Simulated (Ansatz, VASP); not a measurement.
**Cu: VASP beside Ansatz**

```
Cu
1.0
     2.53410    0.00000    0.00000
    -1.26705    2.19459    0.00000
     0.00000    0.00000    4.11257
Cu
2
Direct
  0.66667 0.33333 0.75000
  0.33333 0.66667 0.25000
```

Alike in both runs: task single point; functional PBE; k mesh 12 × 12 × 7; occupations gaussian, width 0.011 eV; no spin polarisation.

|  | VASP | Ansatz |
| --- | --- | --- |
| version | VASP 6.6.1 | Ansatz 0.2.0 |
| potentials or method | VASP PAW PBE potentials, release 64 (Cu) | Ansatz PAW |
| plane-wave cutoff (eV) | 520 | 420 |
| valence electrons in the cell | 22 | 38 |

Ansatz gave:

| Quantity | Value |
| --- | --- |
| gap on the k mesh at the Fermi level (eV) | none |
| pressure (GPa) | 7.3 |
| traceless stress, the component that is largest in VASP (GPa) | 0.18 |

Q: Estimate VASP's values.

A: gap on the k mesh at the Fermi level (eV): none; pressure (GPa): 8.3; traceless stress, the component that is largest in VASP (GPa): -0.01.

A gap of «none» marks a metal or a gap that the smearing closes. VASP's potentials hold 22 valence electrons a cell and Ansatz's 38, so a difference there can come from the potentials and not from the codes.
